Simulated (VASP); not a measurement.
# BP (P6_3/mmc) in VASP: further runs

The runs below take BP through single point, with PBE.

Everything below comes from runs of VASP 6.6.1. Logs are shortened: lines on timing, memory, paths and dates and some standing lists are left out, and cuts for length are marked.

## Step 1: The cell of the first run

Symmetry: P6_3/mmc, No. 194, hexagonal system. Conventional cell: a = 3.080 Å, b = 3.080 Å, c = 5.015 Å, α = 90.00°, β = 90.00°, γ = 120.00°. B (site symmetry -3m) has 6 P at 2.18 Å and 2 B at 2.51 Å within 2.9 Å. Within 2.9 Å of P (site symmetry -6m2) lie 6 B at 2.18 Å.

## Step 2: Single point, PBE

INCAR

```
SYSTEM = BP
ALGO = Normal
EDIFF = 1E-6
ENCUT = 500
GGA = PE
GGA_COMPAT = .False.
ISIF = 2
ISMEAR = 0
LASPH = .True.
LCHARG = .False.
LREAL = .False.
LWAVE = .False.
NBANDS = 16
NELM = 120
PREC = Accurate
SIGMA = 0.2
```

KPOINTS

```
k-points
0
Gamma
  6 6 4
  0 0 0
```

POSCAR

```
BP
1.0
    3.0799086887      0.0000000000      0.0000000000
   -1.5399543444      2.6672791658      0.0000000000
    0.0000000000      0.0000000000      5.0145727567
B P
2 2
Direct
    0.0000000000      0.0000000000      0.0000000000
    0.0000000000      0.0000000000      0.5000000000
    0.3333333333      0.6666666667      0.2500000000
    0.6666666667      0.3333333333      0.7500000000
```

Potentials or basis: VASP PAW PBE potentials, release 64 (B, P).

On the command line:

```bash
$ cat potpaw_PBE.64/B/POTCAR potpaw_PBE.64/P/POTCAR > POTCAR
$ mpirun -np 1 vasp_std > vasp.out
```

OUTCAR:

```text
SYSTEM = BP
   EDIFF = 1E-6
   ENCUT = 500
   GGA = PE
   ISIF = 2
   ISMEAR = 0
   LASPH = .True.
   LREAL = .False.
   NELM = 120
   PREC = Accurate

 ion  position               nearest neighbor table
   1  0.000  0.000  0.000-   3 2.18   4 2.18   4 2.18   3 2.18   4 2.18   3 2.18
   2  0.000  0.000  0.500-   3 2.18   4 2.18   4 2.18   3 2.18   4 2.18   3 2.18
   3  0.333  0.667  0.250-   1 2.18   2 2.18   1 2.18   2 2.18   1 2.18   2 2.18
   4  0.667  0.333  0.750-   1 2.18   2 2.18   1 2.18   2 2.18   1 2.18   2 2.18

  LATTYP: Found a hexagonal cell.
 ALAT       =     3.0799086887
 C/A-ratio  =     1.6281563071

  Lattice vectors:

 A1 = (   3.0799086887,   0.0000000000,   0.0000000000)
 A2 = (  -1.5399543444,   2.6672791658,   0.0000000000)
 A3 = (   0.0000000000,   0.0000000000,   5.0145727567)

Analysis of symmetry for initial positions (statically):
=====================================================================
 Subroutine PRICEL returns:
 Original cell was already a primitive cell.

 Routine SETGRP: Setting up the symmetry group for a
 hexagonal supercell.

 Subroutine GETGRP returns: Found 24 space group operations
 (whereof 12 operations were pure point group operations)
 out of a pool of 24 trial point group operations.

The static configuration has the point symmetry D_3d.
 The point group associated with its full space group is D_6h.

Analysis of symmetry for dynamics (positions and initial velocities):
=====================================================================
 Subroutine PRICEL returns:
 Original cell was already a primitive cell.

 Routine SETGRP: Setting up the symmetry group for a
 hexagonal supercell.

 Subroutine GETGRP returns: Found 24 space group operations
 (whereof 12 operations were pure point group operations)
 out of a pool of 24 trial point group operations.

The dynamic configuration has the point symmetry D_3d.
 The point group associated with its full space group is D_6h.

 Subroutine INISYM returns: Found 24 space group operations
 (whereof 12 operations are pure point group operations),
 and found     1 'primitive' translations

----------------------------------------------------------------------------------------

                                     Primitive cell

  volume of cell :      41.1946

  direct lattice vectors                    reciprocal lattice vectors
     3.079908689  0.000000000  0.000000000     0.324684950  0.187456944  0.000000000
    -1.539954344  2.667279166  0.000000000     0.000000000  0.374913887  0.000000000
     0.000000000  0.000000000  5.014572757     0.000000000  0.000000000  0.199418784

  length of vectors
     3.079908689  3.079908689  5.014572757     0.374913887  0.374913887  0.199418784

  position of ions in fractional coordinates (direct lattice)
     0.000000000  0.000000000  0.000000000
     0.000000000  0.000000000  0.500000000
     0.333333333  0.666666667  0.250000000
     0.666666667  0.333333333  0.750000000

  ion indices of the primitive-cell ions
   primitive index   ion index
                 1           1
                 2           2
                 3           3
                 4           4

----------------------------------------------------------------------------------------

 KPOINTS: k-points

Automatic generation of k-mesh.
 Grid dimensions read from file:
 generate k-points for:    6    6    4

 Generating k-lattice:

  Cartesian coordinates                     Fractional coordinates (reciprocal lattice)
     0.054114158  0.031242824  0.000000000     0.166666667  0.000000000  0.000000000
     0.000000000  0.062485648  0.000000000     0.000000000  0.166666667  0.000000000
     0.000000000  0.000000000  0.049854696     0.000000000  0.000000000  0.250000000

  Length of vectors
     0.062485648  0.062485648  0.049854696

  Shift w.r.t. Gamma in fractional coordinates (k-lattice)
     0.000000000  0.000000000  0.000000000

 Subroutine IBZKPT returns following result:
 ===========================================

 Found     21 irreducible k-points:

 Following reciprocal coordinates:
            Coordinates               Weight
  0.000000  0.000000  0.000000      1.000000
  0.166667  0.000000  0.000000      6.000000
  0.333333  0.000000  0.000000      6.000000
  0.500000  0.000000  0.000000      3.000000
  0.166667  0.166667  0.000000      6.000000
  0.333333  0.166667  0.000000     12.000000
[... 13 lines left out ...]
  0.333333  0.166667  0.500000     12.000000
  0.333333  0.333333  0.500000      2.000000
   k-points           NKPTS =     21   k-points in BZ     NKDIM =     21   number of bands    NBANDS=     16
   number of dos      NEDOS =    301   number of ions     NIONS =      4
   total plane-waves  NPLWV =  23040
   dimension x,y,z NGX =    24 NGY =   24 NGZ =   40
   dimension x,y,z NGXF=    48 NGYF=   48 NGZF=   80
   ions per type =               2   2
   NGX,Y,Z   is equivalent  to a cutoff of  12.95, 12.95, 13.26 a.u.
   NGXF,Y,Z  is equivalent  to a cutoff of  25.91, 25.91, 26.52 a.u.
 SYSTEM =  BP
   PREC   = accura    normal or accurate (medium, high low for compatibility)
   ISTART =      0    job   : 0-new  1-cont  2-samecut
   ICHARG =      2    charge: 1-file 2-atom 10-const
   ISPIN  =      1    spin polarized calculation?
   LNONCOLLINEAR =      F non collinear calculations
   LSORBIT =      F    spin-orbit coupling
   LASPH  =      T    aspherical Exc in radial PAW
   ENCUT  =  500.0 eV  36.75 Ry    6.06 a.u.   5.62  5.62  9.14*2*pi/ulx,y,z
   NELM   =    120;   NELMIN=  2; NELMDL= -5     # of ELM steps
   EDIFF  = 0.1E-05   stopping-criterion for ELM
   LREAL  =      F    real-space projection
   EDIFFG = 0.1E-04   stopping-criterion for IOM
   NSW    =      0    number of steps for IOM
   IBRION =     -1    ionic relax: 0-MD 1-quasi-New 2-CG
   NFREE  =      0    steps in history (QN), initial steepest desc. (CG)
   ISIF   =      2    stress and relaxation
   ISYM   =      2    0-nonsym 1-usesym 2-fastsym
   POTIM  = 0.5000    time-step for ionic-motion
   TEBEG  =    0.0;   TEEND  =   0.0 temperature during run
   PSTRESS=    0.0 pullay stress
   NELECT =      16.0000    total number of electrons
   NUPDOWN=      -1.0000    fix difference up-down
   EMIN   =  10.00;   EMAX   =-10.00  energy-range for DOS
   EFERMI =   0.00;   METHOD = LEGACY
   ISMEAR =     0;   SIGMA  =   0.20  broadening in eV -4-tet -1-fermi 0-gaus
   EFERMI_NEDOS =   21; number of points for ismear=-14 and -15
   IALGO  =     38    algorithm
   IMIX   =      4    mixing-type and parameters
     AMIX     =   0.40;   BMIX     =  1.00
     AMIX_MAG =   1.60;   BMIX_MAG =  1.00
  volume/ion in A,a.u.               =      10.30        69.50
  Fermi-wavevector in a.u.,A,eV,Ry     =   1.194450  2.257184 19.411588  1.426711
  Thomas-Fermi vector in A             =   2.330440
   LORBIT       =      0    0 simple, 1 ext, 2 COOP (PROOUT), +10 PAW based schemes
   GGA     = PE    functional components
   LHFCALC =     F    Hartree Fock is set to
   AEXX    =    0.0000 exact exchange contribution
   IVDW    =     0    specifies the selected vdW correction
   LEPSILON=     F    determine dielectric tensor
   LRPA    =     F    only Hartree local field effects (RPA)
 non-spin polarized calculation
 Gauss-broadening in eV      SIGMA  =   0.20
  energy-cutoff  :      500.00
  volume of cell :       41.19
 maximum number of plane-waves:      1087
 NGX is ok and might be reduce to    24
   NGX = 11   NGY = 11   NGZ = 19

 number of electron      15.9999997 magnetization

 Free energy of the ion-electron system (eV)
  ---------------------------------------------------
  ext. energy  EPLUGINS =         0.00000000
  ---------------------------------------------------
  free energy    TOTEN  =       -21.16187870 eV

  energy without entropy =      -21.13918896  energy(sigma->0) =      -21.15053383

 E-fermi :   9.7602     XC(G=0): -11.8259

 val. band max:        9.6684226473   @ k =   0.1667   0.0000   0.2500
 cond. band min:       9.7762417841   @ k =   0.3333   0.3333   0.5000
 fundamental gap:      0.1078191368
 Fermi energy:         9.7601852604

 k-point     1 :       0.0000    0.0000    0.0000
  band No.  band energies     occupation
      1      -7.2850      2.00000
      2      -2.9640      2.00000
      3      -0.9496      2.00000
      4       8.3010      2.00000
      5       8.3010      2.00000
      6      10.1000      0.01626
[... 8 lines left out ...]
     15      17.0928      0.00000
     16      18.3302      0.00000

 k-point     2 :       0.1667    0.0000    0.0000
  band No.  band energies     occupation
      1      -6.7698      2.00000
      2      -2.4733      2.00000
      3      -0.4720      2.00000
      4       5.2848      2.00000
      5       7.0004      2.00000
      6       8.5701      2.00000
[... 8 lines left out ...]
     15      16.4523      0.00000
     16      17.9298      0.00000

 k-point     3 :       0.3333    0.0000    0.0000
  band No.  band energies     occupation
      1      -5.2433      2.00000
      2      -1.2627      2.00000
      3       0.9478      2.00000
      4       1.4614      2.00000
      5       5.1859      2.00000
      6       5.6700      2.00000
[... 8 lines left out ...]
     15      18.4808      0.00000
     16      21.1651      0.00000

 k-point     4 :       0.5000    0.0000    0.0000
  band No.  band energies     occupation
      1      -2.9938      2.00000
      2      -2.6098      2.00000
      3       1.7937      2.00000
      4       2.2743      2.00000
      5       2.9190      2.00000
      6       3.7526      2.00000
[... 8 lines left out ...]
     15      20.4721      0.00000
     16      21.1021      0.00000

 k-point     5 :       0.1667    0.1667    0.0000
  band No.  band energies     occupation
      1      -5.7478      2.00000
      2      -1.5621      2.00000
      3       0.4783      2.00000
      4       3.1792      2.00000
      5       3.8253      2.00000
      6       7.8346      2.00000
[... 8 lines left out ...]
     15      17.3505      0.00000
     16      19.5321      0.00000

 k-point     6 :       0.3333    0.1667    0.0000
  band No.  band energies     occupation
      1      -3.7549      2.00000
      2      -1.1422      2.00000
      3       0.9821      2.00000
      4       2.3407      2.00000
      5       2.4444      2.00000
      6       5.0198      2.00000
[... 8 lines left out ...]
     15      19.1828      0.00000
     16      19.9181      0.00000
[... 210 lines left out ...]
 k-point    18 :       0.5000    0.0000    0.5000
  band No.  band energies     occupation
      1      -2.1998      2.00000
      2      -2.1998      2.00000
      3      -0.4200      2.00000
      4      -0.4200      2.00000
      5       6.5085      2.00000
      6       6.5085      2.00000
[... 8 lines left out ...]
     15      18.9894      0.00000
     16      18.9894      0.00000

 k-point    19 :       0.1667    0.1667    0.5000
  band No.  band energies     occupation
      1      -4.4730      2.00000
      2      -4.4730      2.00000
      3       4.0378      2.00000
      4       4.0378      2.00000
      5       4.7975      2.00000
      6       4.7975      2.00000
[... 8 lines left out ...]
     15      17.6159      0.00000
     16      17.6159      0.00000

 k-point    20 :       0.3333    0.1667    0.5000
  band No.  band energies     occupation
      1      -2.5869      2.00000
      2      -2.5869      2.00000
      3       0.8232      2.00000
      4       0.8232      2.00000
      5       3.9327      2.00000
      6       3.9327      2.00000
[... 8 lines left out ...]
     15      19.2547      0.00000
     16      19.2547      0.00000

 k-point    21 :       0.3333    0.3333    0.5000
  band No.  band energies     occupation
      1      -1.1490      2.00000
      2      -1.1490      2.00000
      3       0.2605      2.00000
      4       0.2605      2.00000
      5       1.7741      2.00000
      6       1.7741      2.00000
[... 8 lines left out ...]
     15      18.6179      0.00000
     16      18.6179      0.00000

------------------------ aborting loop because EDIFF is reached ----------------------------------------

  FORCE on cell =-STRESS in cart. coord.  units (eV):
  Direction    XX          YY          ZZ          XY          YZ          ZX
  --------------------------------------------------------------------------------------
  -------------------------------------------------------------------------------------
  Total       -0.1376838     -0.1376838      0.7300144      0.0000000     -0.0000000      0.0000000
  in kB       -5.3549223     -5.3549223     28.3923790      0.0000000     -0.0000000      0.0000000
  external PRESSURE =       5.8941781 kB  Pullay stress =       0.0000000 kB

 VOLUME and BASIS-vectors are now :
 -----------------------------------------------------------------------------
  energy-cutoff  :      500.00
  volume of cell :       41.19
      direct lattice vectors                 reciprocal lattice vectors
     3.079908689  0.000000000  0.000000000     0.324684950  0.187456944  0.000000000
    -1.539954344  2.667279166  0.000000000     0.000000000  0.374913887  0.000000000
     0.000000000  0.000000000  5.014572757     0.000000000  0.000000000  0.199418784

 POSITION                                       TOTAL-FORCE (eV/Angst)
 -----------------------------------------------------------------------------------
      0.00000      0.00000      0.00000        -0.000000      0.000000      0.000000
      0.00000      0.00000      2.50729        -0.000000      0.000000      0.000000
     -0.00000      1.77819      1.25364         0.000000      0.000000      0.000000
      1.53995      0.88909      3.76093        -0.000000      0.000000     -0.000000
 -----------------------------------------------------------------------------------
    total drift:                               -0.000000      0.000000      0.000000

  FREE ENERGIE OF THE ION-ELECTRON SYSTEM (eV)
  ---------------------------------------------------
  free  energy   TOTEN  =       -21.1618787036 eV

  energy  without entropy=      -21.1391889622  energy(sigma->0) =      -21.15053383
```

Run time: 6.3 s. Hardware: 1 thread of Intel Xeon 6975P-C (Granite Rapids), shared host; peak memory 0.15 GiB.

What came out:

```yaml
Free_energy: -21.1619 eV
Pressure: 0.6 GPa
Band_gap_on_the_k_mesh: zero (band 8 reaches 11.01 eV, above the bottom of band 9 at 5.31 eV)
```

Caveat: the k points lie up to 0.39 Å⁻¹ apart.

## Step 3: Single point, PBE

INCAR

```
  PREC = Accurate
  ENCUT = 500
  EDIFF = 1E-6
  ISMEAR = 1
  SIGMA = 0.05
  LREAL = False
  LASPH = True
  NELM = 120
  ALGO = Normal
  ISIF = 2
  LWAVE = False
  LCHARG = False
  GGA = PE
  NBANDS = 16
  GGA_COMPAT = False
```

KPOINTS

```
regular mesh
0
Gamma
  6 6 4
```

POSCAR is that of step 2.

Potentials or basis: VASP PAW PBE potentials, release 64 (B, P).

On the command line:

```bash
$ cat potpaw_PBE.64/B/POTCAR potpaw_PBE.64/P/POTCAR > POTCAR
$ mpirun -np 1 vasp_std > vasp.out
```

Wall time 5.9 s (1 thread of Intel Xeon 6975P-C (Granite Rapids), shared host); peak memory 0.15 GiB.

It converged, with:

```
Free energy            : -21.1501 eV
Pressure               : 0.3 GPa
Band gap on the k mesh : zero (band 8 reaches 11.01 eV, above the bottom of band 9 at 5.30 eV)
```

Stress tensor (GPa, compression positive):
```
0.38 0.00 0.00
0.00 0.38 0.00
0.00 0.00 0.23
```

Levels at points of the mesh, in eV from the Fermi level:
| k point | band 5 | band 6 | band 7 | band 8 | band 9 | band 10 | band 11 | band 12 |
| --- | --- | --- | --- | --- | --- | --- | --- | --- |
| (0.00, 0.00, 0.00) | -1.46 | 0.33 | 0.79 | 0.79 | 2.67 | 2.67 | 4.12 | 4.26 |
| (0.50, 0.00, 0.00) | -6.85 | -6.01 | -4.57 | 0.41 | 0.69 | 0.79 | 2.65 | 3.65 |
| (0.00, 0.00, 0.50) | -0.45 | -0.45 | -0.45 | -0.45 | 3.38 | 3.38 | 3.38 | 3.38 |
| (0.50, 0.00, 0.50) | -3.26 | -3.26 | -2.26 | -2.26 | -0.47 | -0.47 | 2.69 | 2.69 |

Caveat: the k points lie up to 0.39 Å⁻¹ apart.

## Step 4: Single point, PBE

INCAR

```
SYSTEM = BP
ALGO     = Normal         ! electronic algorithm
EDIFF    = 1E-6           ! SCF threshold, eV
ENCUT    = 500            ! plane-wave cutoff, eV
GGA      = PE             ! functional
GGA_COMPAT= .FALSE.      
ISIF     = 2              ! what is computed and relaxed
ISMEAR   = -1             ! smearing method
LASPH    = .TRUE.         ! aspherical terms in the spheres
LCHARG   = .FALSE.        ! write CHGCAR
LREAL    = .FALSE.        ! projectors in reciprocal space
LWAVE    = .FALSE.        ! write WAVECAR
NBANDS   = 16             ! bands
NELM     = 120            ! most SCF steps
PREC     = Accurate       ! precision mode
SIGMA    = 0.02           ! smearing width, eV
```

KPOINTS

```
k-points
0
G
  6 6 4
  0 0 0
```

POSCAR is that of step 3.

On the command line:

```bash
$ cat potpaw_PBE.64/B/POTCAR potpaw_PBE.64/P/POTCAR > POTCAR
$ mpirun -np 1 vasp_std > vasp.out
```

Wall time 6.3 s (1 thread of Intel Xeon 6975P-C (Granite Rapids), shared host); peak memory 0.15 GiB.

It converged, with:

| Item | Value |
| --- | --- |
| Free energy | -21.1509 eV |
| Pressure | 0.3 GPa |
| Band gap on the k mesh | zero (band 8 reaches 11.01 eV, above the bottom of band 9 at 5.30 eV) |

Stress tensor (GPa, compression positive):
```
0.30 0.00 0.00
0.00 0.30 0.00
0.00 0.00 0.42
```

Levels at points of the mesh, in eV from the Fermi level:
| k point | band 5 | band 6 | band 7 | band 8 | band 9 | band 10 | band 11 | band 12 |
| --- | --- | --- | --- | --- | --- | --- | --- | --- |
| (0.00, 0.00, 0.00) | -1.46 | 0.34 | 0.80 | 0.80 | 2.68 | 2.68 | 4.13 | 4.27 |
| (0.50, 0.00, 0.00) | -6.84 | -6.01 | -4.56 | 0.42 | 0.70 | 0.80 | 2.66 | 3.66 |
| (0.00, 0.00, 0.50) | -0.45 | -0.45 | -0.45 | -0.45 | 3.39 | 3.39 | 3.39 | 3.39 |
| (0.50, 0.00, 0.50) | -3.25 | -3.25 | -2.25 | -2.25 | -0.47 | -0.47 | 2.69 | 2.69 |

Caveat: the k points lie up to 0.39 Å⁻¹ apart.

## Step 5: Overview

| smearing | gap on the mesh (eV) | pressure (GPa) |
| --- | --- | --- |
| gaussian 0.2 eV | none | 0.6 |
| methfessel-paxton 0.05 eV | none | 0.3 |
| fermi-dirac 0.02 eV | none | 0.3 |

Alike in all rows: task single point; level PBE; potentials or basis VASP PAW PBE potentials, release 64 (B, P); no spin polarisation; cell as given; k mesh 6 × 6 × 4; cutoff (eV) 500.

Caveats: all runs use coarse meshes.

Absolute energies hang on the potentials; compare differences alone.
